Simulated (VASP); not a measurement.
Write the native input for VASP 6.6.1 that does the following.

```
Task                   : single point
Functional             : PBE
Potentials or basis    : VASP PAW PBE potentials, release 64 (O, H, C)
Cutoff                 : 520 eV
k mesh                 : 1 × 1 × 1
Occupations            : fermi-dirac, width 0.02 eV
Spin                   : no spin polarisation
Dipole correction      : no
Further INCAR settings : LREAL = Auto; ALGO = Normal; EDIFF = 1e-06; NBANDS = 50
```

The structure of H14CO8 lies in POSCAR:

```
H14CO8
1.0
    6.0248970000      0.0000000000      0.0000000000
    0.0000000000      6.0248970000      0.0000000000
    0.0000000000      0.0000000000      6.0248970000
O H C
8 14 1
Direct
    0.4746471184      0.9724315619      0.7563116847
    0.8646786825      0.0473369088      0.4437586236
    0.9755187516      0.2974324706      0.8050926016
    0.4468458133      0.1135953030      0.3086359817
    0.2793906684      0.6676628663     -0.0539096353
   -0.0250626691     -0.0811964088      1.0530304501
    0.6330896611      0.4904648162      0.5221002118
    0.7988020376      0.5892548868      0.1992067250
    0.6135208619      1.0452626825      0.7652578957
    0.4244719868      0.9726473332      0.5918441427
    0.8339063722      0.1823101706      0.5159756258
    0.9463066340      0.0876197552      0.3219142170
    1.1293637053      0.3505620096      0.8253253126
    0.8952518192      0.3887701317      0.9207626288
    0.6177035060      0.0691796059      0.3189100162
    0.4025463008      0.1616625147      0.1510399265
    0.3672593905      0.7892251104     -0.1236701640
    0.3535496125      0.6180520596      0.0896778816
    0.0048631537      0.0464738235      0.9470535347
    0.0985577015     -0.1876048669      1.0451299001
    0.5754953155      0.3652178618      0.4187623456
    0.8142213883      0.7811087891      0.4737508376
    0.7474318648      0.6315128707      0.3804878324
```

The input as run:

INCAR

```
PREC = Accurate
ENCUT = 520
EDIFF = 1E-6
ISMEAR = -1
SIGMA = 0.02
LREAL = Auto
LASPH = True
NELM = 60
ALGO = Normal
ISIF = 2
LWAVE = False
LCHARG = False
GGA = PE
NBANDS = 50
```

KPOINTS

```
regular mesh
0
Gamma
  1 1 1
```

Potentials or basis: VASP PAW PBE potentials, release 64 (O, H, C).

Launch:

```sh
$ cat potpaw_PBE.64/O/POTCAR potpaw_PBE.64/H/POTCAR potpaw_PBE.64/C/POTCAR > POTCAR
$ mpirun -np 1 vasp_gam > vasp.out
```

Results of the run:

- Pressure: 3.6 GPa
- Largest force: 5.894 eV/Å

Caveat: the k points lie up to 1.04 Å⁻¹ apart.

Wall time 27 s on 1 thread of AMD EPYC 7R13, on a shared host, peak memory 0.28 GiB.
